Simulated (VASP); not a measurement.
A run of VASP 6.6.1 is set up as follows.

INCAR

```
SYSTEM = Na
ALGO     = Normal         ! electronic algorithm
EDIFF    = 1E-7           ! SCF threshold, eV
ENCUT    = 520            ! plane-wave cutoff, eV
GGA      = PE             ! functional
ISIF     = 2              ! what is computed and relaxed
ISMEAR   = -1             ! smearing method
ISPIN    = 2              ! spin polarisation
ISYM     = 0            
IVDW     = 12             ! dispersion correction
LASPH    = .TRUE.         ! aspherical terms in the spheres
LCHARG   = .FALSE.        ! write CHGCAR
LORBIT   = 11             ! projections on sites
LREAL    = .FALSE.        ! projectors in reciprocal space
LWAVE    = .FALSE.        ! write WAVECAR
MAGMOM   = 0              ! initial moments
NBANDS   = 14             ! bands
NELM     = 150            ! most SCF steps
PREC     = Accurate       ! precision mode
SIGMA    = 0.1            ! smearing width, eV
```

KPOINTS

```
Automatic mesh
0
Gamma
  1 4 5
  0.5 0.5 0
```

Contents of POSCAR:

```
Na
1.0
   -1.8882910800      1.8882910800      2.6372766800
    1.8882910800     -1.8882910800      2.6372766800
    1.8882910800      1.8882910800     -2.6372766800
Na
1
Direct
    0.0000000000      0.0000000000      0.0000000000
```

Potentials or basis: VASP PAW PBE potentials, release 64 (Na_pv).

Command:

```console
$ cat potpaw_PBE.64/Na_pv/POTCAR > POTCAR
$ mpirun -np 1 vasp_std > vasp.out
```

(1) Estimate the dispersion energy per atom.

(2) What does it give for the net moment?

## Answers

(1) -0.152 eV.

(2) 0.00 μB per cell.

Caveat: the k points lie up to 2.05 Å⁻¹ apart.
